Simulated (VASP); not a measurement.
Here is a VASP 6.6.1 calculation.

Contents of INCAR:

```
PREC     = Accurate       # precision mode
ENCUT    = 520            # plane-wave cutoff, eV
EDIFF    = 1E-7           # SCF threshold, eV
ISMEAR   = -1             # smearing method
SIGMA    = 0.05           # smearing width, eV
LREAL    = F              # projectors in reciprocal space
LASPH    = T              # aspherical terms in the spheres
NELM     = 80             # most SCF steps
ALGO     = Normal         # electronic algorithm
ISIF     = 2              # what is computed and relaxed
LWAVE    = F              # write WAVECAR
LCHARG   = T              # write CHGCAR
GGA      = PS             # functional
IVDW     = 12             # dispersion correction
LELF     = T              # ELF
LVHAR    = T            
NBANDS   = 17             # bands
```

The input KPOINTS:

```
regular mesh
0
Gamma
  8 8 8
```

The input POSCAR:

```
SnSe
1.0
    0.0000000000      2.9397768488      2.9397768488
    2.9397768488      0.0000000000      2.9397768488
    2.9397768488      2.9397768488      0.0000000000
Sn Se
1 1
Direct
    0.0000000000      0.0000000000      0.0000000000
    0.5000000000      0.5000000000      0.5000000000
```

Potentials or basis: VASP PAW PBE potentials, release 64 (Sn_d, Se).

The run is started by

```bash
$ cat potpaw_PBE.64/Sn_d/POTCAR potpaw_PBE.64/Se/POTCAR > POTCAR
$ mpirun -np 1 vasp_std > vasp.out
```

What does it give for the dispersion energy per atom?

-0.354 eV.

What does it give for the pressure?

-0.2 GPa.

What does it give for the band gap on the k mesh?

0.75 eV, indirect (least direct gap 0.92 eV).

Caveat: three body term missing; the PAW data sets were made with another functional, which shifts forces and pressure a little; spin-orbit coupling is left out, which moves the levels of the heavy elements. A k mesh can miss the band edges.
